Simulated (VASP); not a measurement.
# Sn (P6/mmm) in VASP: a series of runs

The runs below take Sn through single point, relaxation of cell and atoms, with PBE.

Everything below comes from runs of VASP 6.6.1. Logs are shortened: lines on timing, memory, paths and dates and some standing lists are left out, and cuts for length are marked.

## Step 1: The cell of the first run

It takes space group P6/mmm (No. 191, hexagonal). The conventional cell has a = 6.100 Å, b = 6.100 Å, c = 5.715 Å, α = 90.00°, β = 90.00°, γ = 120.00°. Sn (site symmetry 6/mmm) has 18 Sn at 3.52 to 4.18 Å within 4.6 Å. Sn (site symmetry mmm) has 8 Sn at 3.05 to 3.36 Å within 4.0 Å. Within 4.4 Å of Sn (site symmetry -6m2) lie 12 Sn at 3.36 to 3.52 Å.

This isn't the form of Sn at room conditions, which is tetragonal (white tin).

## Step 2: Single point, PBE

The input, INCAR:

```
SYSTEM = Sn
PREC = Accurate
ENCUT = 520
EDIFF = 1E-6
ISMEAR = 0
SIGMA = 0.1
LREAL = .False.
LASPH = .True.
NELM = 100
ALGO = Fast
ISIF = 2
LWAVE = .False.
LCHARG = .False.
GGA = PE
NBANDS = 51
```

The input, KPOINTS:

```
regular mesh
0
Gamma
  6 6 8
  0 0 0
```

The input, POSCAR:

```
Sn
1.0
    6.0998705159      0.0000000000      0.0000000000
   -3.0499352579      5.2826428266      0.0000000000
    0.0000000000      0.0000000000      5.7148008107
Sn
6
Direct
    0.0000000000      0.0000000000      0.0000000000
    0.5000000000      0.0000000000      0.5000000000
    0.5000000000      0.5000000000      0.5000000000
    0.0000000000      0.5000000000      0.5000000000
    0.3333333333      0.6666666667      0.0000000000
    0.6666666667      0.3333333333      0.0000000000
```

Potentials or basis: VASP PAW PBE potentials, release 64 (Sn_d).

The run is started by

```sh
cat potpaw_PBE.64/Sn_d/POTCAR > POTCAR
mpirun -np 1 vasp_std > vasp.out
```

OUTCAR:

```text
SYSTEM = Sn
   PREC = Accurate
   ENCUT = 520
   EDIFF = 1E-6
   ISMEAR = 0
   LREAL = .False.
   LASPH = .True.
   NELM = 100
   ISIF = 2
   GGA = PE

 ion  position               nearest neighbor table
   1  0.000  0.000  0.000-   5 3.52   6 3.52   6 3.52   5 3.52   6 3.52   5 3.52
   2  0.500  0.000  0.500-   3 3.05   3 3.05   4 3.05   4 3.05   5 3.36   6 3.36   5 3.36   6 3.36

   3  0.500  0.500  0.500-   4 3.05   4 3.05   2 3.05   2 3.05   5 3.36   6 3.36   5 3.36   6 3.36

   4  0.000  0.500  0.500-   3 3.05   3 3.05   2 3.05   2 3.05   5 3.36   6 3.36   5 3.36   6 3.36

   5  0.333  0.667  0.000-   4 3.36   4 3.36   2 3.36   2 3.36   3 3.36   3 3.36   1 3.52   6 3.52
                             6 3.52   1 3.52   1 3.52   6 3.52
   6  0.667  0.333  0.000-   4 3.36   4 3.36   2 3.36   2 3.36   3 3.36   3 3.36   1 3.52   5 3.52
                             5 3.52   1 3.52   1 3.52   5 3.52

  LATTYP: Found a hexagonal cell.
 ALAT       =     6.0998705159
 C/A-ratio  =     0.9368724788

  Lattice vectors:

 A1 = (   6.0998705159,   0.0000000000,   0.0000000000)
 A2 = (  -3.0499352579,   5.2826428266,   0.0000000000)
 A3 = (   0.0000000000,   0.0000000000,   5.7148008107)

Analysis of symmetry for initial positions (statically):
=====================================================================
 Subroutine PRICEL returns:
 Original cell was already a primitive cell.

 Routine SETGRP: Setting up the symmetry group for a
 hexagonal supercell.

 Subroutine GETGRP returns: Found 24 space group operations
 (whereof 24 operations were pure point group operations)
 out of a pool of 24 trial point group operations.

The static configuration has the point symmetry D_6h.

Analysis of symmetry for dynamics (positions and initial velocities):
=====================================================================
 Subroutine PRICEL returns:
 Original cell was already a primitive cell.

 Routine SETGRP: Setting up the symmetry group for a
 hexagonal supercell.

 Subroutine GETGRP returns: Found 24 space group operations
 (whereof 24 operations were pure point group operations)
 out of a pool of 24 trial point group operations.

The dynamic configuration has the point symmetry D_6h.

 Subroutine INISYM returns: Found 24 space group operations
 (whereof 24 operations are pure point group operations),
 and found     1 'primitive' translations

----------------------------------------------------------------------------------------

                                     Primitive cell

  volume of cell :     184.1505

  direct lattice vectors                    reciprocal lattice vectors
     6.099870516  0.000000000  0.000000000     0.163937906  0.094649594  0.000000000
    -3.049935258  5.282642827  0.000000000     0.000000000  0.189299188  0.000000000
     0.000000000  0.000000000  5.714800811     0.000000000  0.000000000  0.174984227

  length of vectors
     6.099870516  6.099870516  5.714800811     0.189299188  0.189299188  0.174984227

  position of ions in fractional coordinates (direct lattice)
     0.000000000  0.000000000  0.000000000
     0.500000000  0.000000000  0.500000000
     0.500000000  0.500000000  0.500000000
     1.000000000  0.500000000  0.500000000
     0.333333333  0.666666667  0.000000000
     0.666666667  0.333333333  0.000000000

  ion indices of the primitive-cell ions
   primitive index   ion index
                 1           1
                 2           2
                 3           3
                 4           4
                 5           5
                 6           6

----------------------------------------------------------------------------------------

 KPOINTS: regular mesh

Automatic generation of k-mesh.
 Grid dimensions read from file:
 generate k-points for:    6    6    8

 Generating k-lattice:

  Cartesian coordinates                     Fractional coordinates (reciprocal lattice)
     0.027322984  0.015774932  0.000000000     0.166666667 -0.000000000  0.000000000
     0.000000000  0.031549865  0.000000000     0.000000000  0.166666667  0.000000000
     0.000000000  0.000000000  0.021873028     0.000000000  0.000000000  0.125000000

  Length of vectors
     0.031549865  0.031549865  0.021873028

  Shift w.r.t. Gamma in fractional coordinates (k-lattice)
     0.000000000  0.000000000  0.000000000

 Subroutine IBZKPT returns following result:
 ===========================================

 Found     35 irreducible k-points:

 Following reciprocal coordinates:
            Coordinates               Weight
  0.000000  0.000000  0.000000      1.000000
  0.166667  0.000000  0.000000      6.000000
  0.333333  0.000000  0.000000      6.000000
  0.500000 -0.000000  0.000000      3.000000
  0.166667  0.166667  0.000000      6.000000
  0.333333  0.166667  0.000000     12.000000
[... 16 lines left out ...]
  0.166667  0.000000  0.375000     12.000000
  0.333333  0.000000  0.375000     12.000000
 [... further k-points ...]
   k-points           NKPTS =     35   k-points in BZ     NKDIM =     35   number of bands    NBANDS=     51
   number of dos      NEDOS =    301   number of ions     NIONS =      6
   total plane-waves  NPLWV = 110592
   dimension x,y,z NGX =    48 NGY =   48 NGZ =   48
   dimension x,y,z NGXF=    96 NGYF=   96 NGZF=   96
   ions per type =               6
   NGX,Y,Z   is equivalent  to a cutoff of  13.08, 13.08, 13.96 a.u.
   NGXF,Y,Z  is equivalent  to a cutoff of  26.16, 26.16, 27.93 a.u.
 SYSTEM =  Sn
   PREC   = accura    normal or accurate (medium, high low for compatibility)
   ISTART =      0    job   : 0-new  1-cont  2-samecut
   ICHARG =      2    charge: 1-file 2-atom 10-const
   ISPIN  =      1    spin polarized calculation?
   LNONCOLLINEAR =      F non collinear calculations
   LSORBIT =      F    spin-orbit coupling
   LASPH  =      T    aspherical Exc in radial PAW
   ENCUT  =  520.0 eV  38.22 Ry    6.18 a.u.  11.34 11.34 10.63*2*pi/ulx,y,z
   NELM   =    100;   NELMIN=  2; NELMDL= -5     # of ELM steps
   EDIFF  = 0.1E-05   stopping-criterion for ELM
   LREAL  =      F    real-space projection
   EDIFFG = 0.1E-04   stopping-criterion for IOM
   NSW    =      0    number of steps for IOM
   IBRION =     -1    ionic relax: 0-MD 1-quasi-New 2-CG
   NFREE  =      0    steps in history (QN), initial steepest desc. (CG)
   ISIF   =      2    stress and relaxation
   ISYM   =      2    0-nonsym 1-usesym 2-fastsym
   POTIM  = 0.5000    time-step for ionic-motion
   TEBEG  =    0.0;   TEEND  =   0.0 temperature during run
   PSTRESS=    0.0 pullay stress
   NELECT =      84.0000    total number of electrons
   NUPDOWN=      -1.0000    fix difference up-down
   EMIN   =  10.00;   EMAX   =-10.00  energy-range for DOS
   EFERMI =   0.00;   METHOD = LEGACY
   ISMEAR =     0;   SIGMA  =   0.10  broadening in eV -4-tet -1-fermi 0-gaus
   EFERMI_NEDOS =   21; number of points for ismear=-14 and -15
   IALGO  =     68    algorithm
   IMIX   =      4    mixing-type and parameters
     AMIX     =   0.40;   BMIX     =  1.00
     AMIX_MAG =   1.60;   BMIX_MAG =  1.00
  volume/ion in A,a.u.               =      30.69       207.12
  Fermi-wavevector in a.u.,A,eV,Ry     =   1.260212  2.381455 21.607878  1.588134
  Thomas-Fermi vector in A             =   2.393733
   LORBIT       =      0    0 simple, 1 ext, 2 COOP (PROOUT), +10 PAW based schemes
   GGA     = PE    functional components
   LHFCALC =     F    Hartree Fock is set to
   AEXX    =    0.0000 exact exchange contribution
   IVDW    =     0    specifies the selected vdW correction
   LEPSILON=     F    determine dielectric tensor
   LRPA    =     F    only Hartree local field effects (RPA)
 non-spin polarized calculation
 RMM-DIIS sequential band-by-band and
 Gauss-broadening in eV      SIGMA  =   0.10
  energy-cutoff  :      520.00
  volume of cell :      184.15
 maximum number of plane-waves:      4995
 NGX is ok and might be reduce to    48
   NGX = 23   NGY = 23   NGZ = 21

 number of electron      83.9999980 magnetization

 Free energy of the ion-electron system (eV)
  ---------------------------------------------------
  ext. energy  EPLUGINS =         0.00000000
  ---------------------------------------------------
  free energy    TOTEN  =       -21.82248248 eV

  energy without entropy =      -21.80402096  energy(sigma->0) =      -21.81325172

 E-fermi :   6.7728     XC(G=0):  -9.7089

 val. band max:        6.7699835259   @ k =   0.3333   0.3333   0.1250
 cond. band min:       6.7922779457   @ k =   0.1667   0.0000   0.2500
 fundamental gap:      0.0222944197
 Fermi energy:         6.7727656013

 k-point     1 :       0.0000    0.0000    0.0000
  band No.  band energies     occupation
      1     -15.0600      2.00000
      2     -15.0398      2.00000
      3     -15.0398      2.00000
      4     -14.9973      2.00000
      5     -14.9973      2.00000
      6     -14.9804      2.00000
[... 43 lines left out ...]
     50      11.2595      0.00000
     51      11.2595      0.00000

 k-point     2 :       0.1667    0.0000    0.0000
  band No.  band energies     occupation
      1     -15.0599      2.00000
      2     -15.0398      2.00000
      3     -15.0395      2.00000
      4     -14.9982      2.00000
      5     -14.9981      2.00000
      6     -14.9626      2.00000
[... 43 lines left out ...]
     50      11.0483      0.00000
     51      11.2188      0.00000

 k-point     3 :       0.3333    0.0000    0.0000
  band No.  band energies     occupation
      1     -15.0598      2.00000
      2     -15.0397      2.00000
      3     -15.0388      2.00000
      4     -15.0005      2.00000
      5     -15.0001      2.00000
      6     -14.9368      2.00000
[... 43 lines left out ...]
     50      10.0604      0.00000
     51      11.5537      0.00000
[... 1027 lines left out ...]
 k-point    23 :       0.1667    0.0000    0.3750
  band No.  band energies     occupation
      1     -15.0596      2.00000
      2     -15.0391      2.00000
      3     -15.0390      2.00000
      4     -14.9982      2.00000
      5     -14.9981      2.00000
      6     -14.9593      2.00000
[... 43 lines left out ...]
     50      11.2602      0.00000
     51      11.7328      0.00000

 k-point    24 :       0.3333    0.0000    0.3750
  band No.  band energies     occupation
      1     -15.0596      2.00000
      2     -15.0393      2.00000
      3     -15.0389      2.00000
      4     -15.0005      2.00000
      5     -15.0002      2.00000
      6     -14.9346      2.00000
[... 43 lines left out ...]
     50      10.3073      0.00000
     51      10.5744      0.00000

 [... further k-points ...]

------------------------ aborting loop because EDIFF is reached ----------------------------------------

  FORCE on cell =-STRESS in cart. coord.  units (eV):
  Direction    XX          YY          ZZ          XY          YZ          ZX
  --------------------------------------------------------------------------------------
  -------------------------------------------------------------------------------------
  Total       -0.0643649     -0.0643649     -0.0695293     -0.0000000      0.0000000      0.0000000
  in kB       -0.5599982     -0.5599982     -0.6049304     -0.0000000      0.0000000      0.0000000
  external PRESSURE =      -0.5749756 kB  Pullay stress =       0.0000000 kB

 VOLUME and BASIS-vectors are now :
 -----------------------------------------------------------------------------
  energy-cutoff  :      520.00
  volume of cell :      184.15
      direct lattice vectors                 reciprocal lattice vectors
     6.099870516  0.000000000  0.000000000     0.163937906  0.094649594  0.000000000
    -3.049935258  5.282642827  0.000000000     0.000000000  0.189299188  0.000000000
     0.000000000  0.000000000  5.714800811     0.000000000  0.000000000  0.174984227

 POSITION                                       TOTAL-FORCE (eV/Angst)
 -----------------------------------------------------------------------------------
      0.00000      0.00000      0.00000        -0.000000      0.000000      0.000000
      3.04994      0.00000      2.85740        -0.000000      0.000000      0.000000
      1.52497      2.64132      2.85740        -0.000000      0.000000      0.000000
     -1.52497      2.64132      2.85740        -0.000000      0.000000      0.000000
     -0.00000      3.52176      0.00000        -0.000000      0.000000     -0.000000
      3.04994      1.76088      0.00000         0.000000     -0.000000      0.000000
 -----------------------------------------------------------------------------------
    total drift:                               -0.000000      0.000000     -0.000000

  FREE ENERGIE OF THE ION-ELECTRON SYSTEM (eV)
  ---------------------------------------------------
  free  energy   TOTEN  =       -21.8224824791 eV

  energy  without entropy=      -21.8040209596  energy(sigma->0) =      -21.81325172
```

It took 6.6 min on 1 thread of AMD EPYC 9R14 (Zen 4), shared host; peak memory 0.41 GiB.

What came out:

- Free energy: -21.8225 eV
- Pressure: -0.1 GPa
- Band gap on the k mesh: zero (bands 42 and 43 overlap by 2.53 eV)

Caveat: spin-orbit coupling is left out, which moves the levels of the heavy elements.

## Step 3: Relaxation of cell and atoms, PBE

This run uses another cell than the first one, of 27.87 Å³/atom.

The input, INCAR:

```
PREC = Accurate
ENCUT = 600
EDIFF = 1E-6
ISMEAR = 0
SIGMA = 0.1
LREAL = F
LASPH = T
NELM = 80
ALGO = Fast
ISIF = 3
LWAVE = F
LCHARG = F
GGA = PE
IBRION = 2
NSW = 90
EDIFFG = -0.04
```

The input, KPOINTS:

```
regular mesh
0
Gamma
  3 3 4
```

The input, POSCAR:

```
Sn
1.0
    6.2482436500      0.0000000000      0.0000000000
   -3.1241218200      5.4111377300      0.0000000000
    0.0000000000      0.0000000000      4.9462961600
Sn
6
Direct
    0.0000000000      0.0000000000      0.0000000000
    0.5000000000      0.0000000000      0.5000000000
    0.5000000000      0.5000000000      0.5000000000
    0.0000000000      0.5000000000      0.5000000000
    0.3333333300      0.6666666700      0.0000000000
    0.6666666700      0.3333333300      0.0000000000
```

Potentials or basis: VASP PAW PBE potentials, release 64 (Sn_d).

The run is started by

```sh
cat potpaw_PBE.64/Sn_d/POTCAR > POTCAR
mpirun -np 1 vasp_std > vasp.out
```

Wall time 8.7 min (1 thread of AMD EPYC 9R14 (Zen 4), shared host); peak memory 0.31 GiB.

It converged, with:

| Quantity | Value |
| --- | --- |
| Free energy | -21.9985 eV |
| Relaxed volume | 30.53 Å³/atom |
| Relaxed cell | a = 6.219 Å, b = 6.219 Å, c = 5.469 Å, α = 90.00°, β = 90.00°, γ = 120.00° |
| Space group after relaxing (to 0.1 Å) | P6/mmm (No. 191) |
| Energy gained by relaxing | 108.5 meV/atom |
| Ionic steps | 6 |
| Pressure after relaxing | 0.1 GPa |
| Band gap on the k mesh | zero (bands 42 and 43 overlap by 1.82 eV) |

Stress tensor (GPa, compression positive):
```
0.04 0.00 0.00
0.00 0.04 0.00
0.00 0.00 0.15
```

Step by step:
| step | energy change (eV) | largest force (eV/Å) | pressure (GPa) | volume (Å³) |
| --- | --- | --- | --- | --- |
| 1 | 0.0000 | 0.0000 | 5.79 | 167.23 |
| 2 | -0.5526 | 0.0000 | -1.83 | 192.49 |
| 3 | -0.5628 | 0.0000 | -1.18 | 189.35 |
| 4 | -0.6457 | 0.0000 | -0.55 | 185.87 |
| 5 | -0.6487 | 0.0000 | -0.39 | 185.14 |
| 6 | -0.6510 | 0.0000 | 0.08 | 183.18 |

Final structure:
```xyz
6
Lattice="6.2189 0.0000 0.0000 -3.1094 5.3857 0.0000 0.0000 0.0000 5.4692" Properties=species:S:1:pos:R:3 pbc="T T T"
Sn    6.2189    0.0000    0.0000
Sn    0.0000    5.3857    2.7346
Sn    1.5547    2.6928    2.7346
Sn    4.6642    2.6928    2.7346
Sn    0.0000    3.5905    0.0000
Sn    3.1094    1.7952    0.0000
```

Levels at points of the mesh, in eV from the Fermi level:
```
           k point  band 39  band 40  band 41  band 42  band 43  band 44  band 45  band 46
(0.00, 0.00, 0.00)    -3.01    -2.12    -0.09    -0.09     0.08     0.58     0.58     0.82
(0.00, 0.00, 0.50)    -2.76    -1.84    -1.84    -1.65    -1.65    -0.24     1.50     1.71
```

Caveat: the k points lie up to 0.39 Å⁻¹ apart in the final cell, too coarse for converged energies and pressures of a metal; spin-orbit coupling is left out, which moves the levels of the heavy elements.
